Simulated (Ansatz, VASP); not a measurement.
# SiNi2: VASP beside Ansatz

```xyz
6
Lattice="3.8685 0.0000 0.0000 -1.9342 3.3502 0.0000 0.0000 0.0000 4.9170" Properties=species:S:1:pos:R:3 pbc="T T T"
Si    0.0000    2.2335    3.6877
Si    1.9342    1.1167    1.2292
Ni    0.0000    0.0000   -0.0875
Ni    0.0000    0.0000    2.3710
Ni    0.0000    2.2335    1.1417
Ni    1.9342    1.1167    3.6002
```

Change from the starting cell: all Ni atoms moved +0.087 Å, as atom 3 towards its neighbour atom 4 (Ni) at 2.458 Å.

Alike in both runs: task single point; functional PBEsol; k mesh 12 × 12 × 10; occupations gaussian, width 0.15 eV; no spin polarisation.

|  | VASP | Ansatz |
| --- | --- | --- |
| version | VASP 6.6.1 | Ansatz 0.2.0 |
| potentials or method | VASP PAW PBE potentials, release 64 (Si, Ni), cutoff 520 eV | scalar-relativistic, plane waves, PAW |
| valence electrons in the cell | 48 | 80 |

```tsv
	VASP	Ansatz	Ansatz less VASP
gap on the k mesh at the Fermi level (eV)	none	none	-
pressure (GPa)	0.7	0.4	-0.30
traceless stress, the component that is largest in VASP (GPa)	0.56	0.70	+0.149
rms of the force components (eV/Å)	0.103	0.100	-0.0030
```

VASP's potentials were made for PBE, not for PBEsol. Atom by atom the forces differ by 0.003 eV/Å (rms over components). A gap of «none» marks a metal or a gap that the smearing closes. VASP's potentials hold 48 valence electrons a cell and Ansatz's 80, so a difference there can come from the potentials and not from the codes.
